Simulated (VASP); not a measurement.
**InSe3: single point with PBE**

Crystal: InSe3.

```
In Se
1.0
     4.98426    0.00000    0.00000
     0.00000    4.98426    0.00000
     0.00000    0.00000    3.56321
In Se
1 3
Direct
  0.00000 0.00000 0.00000
  0.00000 0.50000 0.50000
  0.50000 0.00000 0.50000
  0.50000 0.50000 0.00000
```

* Program: VASP 6.6.1
* Task: single point
* Functional: PBE
* Potentials or basis: VASP PAW PBE potentials, release 64 (In_d, Se)
* Cutoff: 520 eV
* k mesh: 10 × 10 × 10
* Occupations: gaussian, width 0.1 eV
* Spin: no spin polarisation
* Dipole correction: no
* Further INCAR settings: ALGO = Normal; EDIFF = 1e-06; NBANDS = 24

| Quantity | Value |
| --- | --- |
| Pressure | 0.0 GPa |
| Band gap on the k mesh | zero (an odd number of electrons rules out a gap without spin polarisation) |

Levels at points of the mesh, in eV from the Fermi level:
| k point | band 13 | band 14 | band 15 | band 16 | band 17 | band 18 |
| --- | --- | --- | --- | --- | --- | --- |
| (0.00, 0.00, 0.00) | -2.19 | -2.19 | -0.11 | 1.27 | 2.09 | 2.09 |
| (0.50, 0.00, 0.00) | -1.60 | -1.48 | -0.94 | 1.00 | 1.19 | 2.14 |
| (0.50, 0.50, 0.00) | -0.86 | -0.61 | -0.61 | -0.56 | -0.41 | 2.40 |
| (0.00, 0.00, 0.50) | -2.91 | -2.72 | -2.72 | -0.51 | -0.51 | 0.91 |
| (0.50, 0.00, 0.50) | -2.36 | -2.27 | -2.03 | -1.10 | 1.15 | 1.16 |
| (0.50, 0.50, 0.50) | -3.67 | -0.13 | 0.07 | 0.98 | 0.98 | 1.85 |

It took 3.6 min on 1 thread of Intel Xeon 8259CL, on a shared host, peak memory 0.37 GiB.

Caveat: spin-orbit coupling is left out, which moves the levels of the heavy elements.
